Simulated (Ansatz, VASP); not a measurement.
# Ag in VASP and in Ansatz

Contents of INCAR:

```
PREC     = Accurate       # precision mode
ENCUT    = 500            # plane-wave cutoff, eV
EDIFF    = 1E-7           # SCF threshold, eV
ISMEAR   = 0              # smearing method
SIGMA    = 0.1            # smearing width, eV
LREAL    = False          # projectors in reciprocal space
LASPH    = True           # aspherical terms in the spheres
NELM     = 120            # most SCF steps
ALGO     = Normal         # electronic algorithm
ISIF     = 3              # what is computed and relaxed
LWAVE    = False          # write WAVECAR
LCHARG   = False          # write CHGCAR
GGA      = PS             # functional
IVDW     = 13             # dispersion correction
IBRION   = 2              # ionic algorithm
NSW      = 100            # ionic steps
EDIFFG   = -0.002         # ionic threshold
GGA_COMPAT= False        
NELMIN   = 4
```

File KPOINTS:

```
regular mesh
0
Gamma
  18 18 18
```

Contents of POSCAR:

```
Ag
1.0
    0.0000000000      2.0300000000      2.0300000000
    2.0300000000      0.0000000000      2.0300000000
    2.0300000000      2.0300000000      0.0000000000
Ag
1
Direct
    0.0000000000      0.0000000000      0.0000000000
```

Input for Ansatz:

```yaml
crystal:
  lattice:
    - [0.0, 2.03, 2.03]
    - [2.03, 0.0, 2.03]
    - [2.03, 2.03, 0.0]
  atoms:
    - { symbol: Ag, position: [0.0, 0.0, 0.0] }
basis:
  ecutwfc: 420
kpoints:
  mp_grid: { grid: [18, 18, 18] }
hamiltonian:
  xc: pbesol
  dispersion: d4
  pseudopotentials: { kind: paw, azcp: { folder: soft_1 } }
scf:
  occupations: { method: gaussian, width: 0.1 }
output:
  forces: true
  stress: true
  eigenvalues: true
  write_density: true
  write_potential: true
  elf: true
  volumetric_format: npy
relax:
  adjacent_minimum: "off"
  f_tol: 0.002
  max_steps: 80
  cell: { stress_tol: 0.02 }
```

Alike in both runs: task relaxation of cell and atoms; functional PBEsol; dispersion D4; k mesh 18 × 18 × 18; occupations gaussian, width 0.1 eV; no spin polarisation.

```csv
,VASP,Ansatz
version,VASP 6.6.1,Ansatz 0.2.0
potentials or method,"VASP PAW PBE potentials, release 64 (Ag), cutoff 500 eV","scalar-relativistic, plane waves, PAW"
valence electrons in the cell,11,19
```

VASP gave:

| Item | Value |
| --- | --- |
| gap on the k mesh at the Fermi level, each at its own relaxed structure (eV) | none |
| relaxed volume (Å³/atom) | 16.23 |
| relaxed length of the cell vector where the two differ most in proportion (Å) | 2.842 |

**Question.** What did Ansatz give for the same quantities?

**Answer.** gap on the k mesh at the Fermi level, each at its own relaxed structure (eV): none; relaxed volume (Å³/atom): 16.26; relaxed length of the cell vector where the two differ most in proportion (Å): 2.844.

VASP's potentials were made for PBE, not for PBEsol, and Ansatz warns of the same on its side. A gap of «none» marks a metal or a gap that the smearing closes. VASP's potentials hold 11 valence electrons a cell and Ansatz's 19, so a difference there can come from the potentials and not from the codes.
